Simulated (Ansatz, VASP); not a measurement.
**PtS2: VASP beside Ansatz**

The input INCAR:

```
SYSTEM = PtS2
ALGO = Normal ; EDIFF = 1E-6
ENCUT = 520 ; GGA = PS
ISIF = 2 ; ISMEAR = 0
LASPH = .True. ; LCHARG = .False.
LREAL = .False. ; LWAVE = .False.
NBANDS = 18 ; NELM = 80
PREC = Accurate ; SIGMA = 0.05
```

Contents of KPOINTS:

```
k-points
0
Gamma
  12 12 8
  0 0 0
```

File POSCAR:

```
PtS2
1.0
    3.5690207727      0.0000000001      0.0000000000
   -1.7845103865      3.0908626558      0.0000000000
    0.0000000000      0.0000000000      4.9661541861
Pt S
1 2
Direct
    0.0000000000      0.0000000000      0.0000000000
    0.3333333333      0.6666666667      0.2415551457
    0.6666666667      0.3333333333      0.7584448543
```

Input for Ansatz:

```yaml
crystal:
  lattice:
    - [3.5690207727, 1.0e-10, 0.0]
    - [-1.7845103865, 3.0908626558, 0.0]
    - [0.0, 0.0, 4.9661541861]
  atoms:
    - { symbol: Pt, position: [0.0, 0.0, 0.0] }
    - { symbol: S, position: [0.3333333333, 0.6666666667, 0.2415551457] }
    - { symbol: S, position: [0.6666666667, 0.3333333333, 0.7584448543] }
basis:
  ecutwfc: 420
  ecutrho_ratio: 4
kpoints:
  mp_grid: { grid: [12, 12, 8] }
hamiltonian:
  xc: pbesol
scf:
  occupations: { method: gaussian, width: 0.05 }
output:
  forces: true
  stress: true
  eigenvalues: true
  states_by_energy: { minimum_broadening: 0.05 }
```

Alike in both runs: task single point; functional PBEsol; k mesh 12 × 12 × 8; occupations gaussian, width 0.05 eV; no spin polarisation.

```csv
,VASP,Ansatz
version,VASP 6.6.1,Ansatz 0.2.0
potentials or method,"VASP PAW PBE potentials, release 64 (Pt, S), cutoff 520 eV","scalar-relativistic, plane waves, PAW"
valence electrons in the cell,22,30
```

|  | VASP | Ansatz | Ansatz less VASP |
| --- | --- | --- | --- |
| gap on the k mesh at the Fermi level (eV) | 0.56 | 0.56 | -0.002 |
| least direct gap on the mesh (eV) | 0.75 | 0.74 | -0.009 |
| pressure (GPa) | -0.8 | -0.6 | +0.26 |
| traceless stress, the component that is largest in VASP (GPa) | 0.21 | 0.08 | -0.126 |
| rms of the force components (eV/Å) | 0.011 | 0.001 | -0.0100 |

VASP's potentials were made for PBE, not for PBEsol. Atom by atom the forces differ by 0.011 eV/Å (rms over components). VASP's potentials hold 22 valence electrons a cell and Ansatz's 30, so a difference there can come from the potentials and not from the codes.

Neither program's run includes spin-orbit coupling.
